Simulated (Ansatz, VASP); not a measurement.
Ru in VASP and in Ansatz

```
CELL_PARAMETERS angstrom
2.75887 0.00000 0.00000
-1.37943 2.38925 0.00000
0.00000 0.00000 4.36588
ATOMIC_POSITIONS crystal
Ru 0.33333 0.66667 0.25000
Ru 0.66667 0.33333 0.75000
```

Change from the starting cell: volume scaled by 1.06, ions relaxed.

Alike in both runs: functional PBE; k mesh 20 × 20 × 11; occupations fermi-dirac, width 0.05 eV; no spin polarisation.

Ansatz relaxed the structure, and its values are those at the end. VASP's run is a single point on that final structure, the one shown.

|  | VASP | Ansatz |
| --- | --- | --- |
| version | VASP 6.6.1 | Ansatz 0.2.0 |
| potentials or method | VASP PAW PBE potentials, release 64 (Ru_pv) | plane-wave PAW, scalar-relativistic |
| plane-wave cutoff (eV) | 520 | 420 |
| valence electrons in the cell | 28 | 32 |

|  | VASP | Ansatz | Ansatz less VASP |
| --- | --- | --- | --- |
| pressure (GPa) | -12.5 | -12.4 | +0.11 |

With one functional, cell and mesh, what is left measures potentials, basis and numerics. VASP's potentials hold 28 valence electrons a cell and Ansatz's 32, so a difference there can come from the potentials and not from the codes. Ansatz's warnings: stress scf threshold loose.
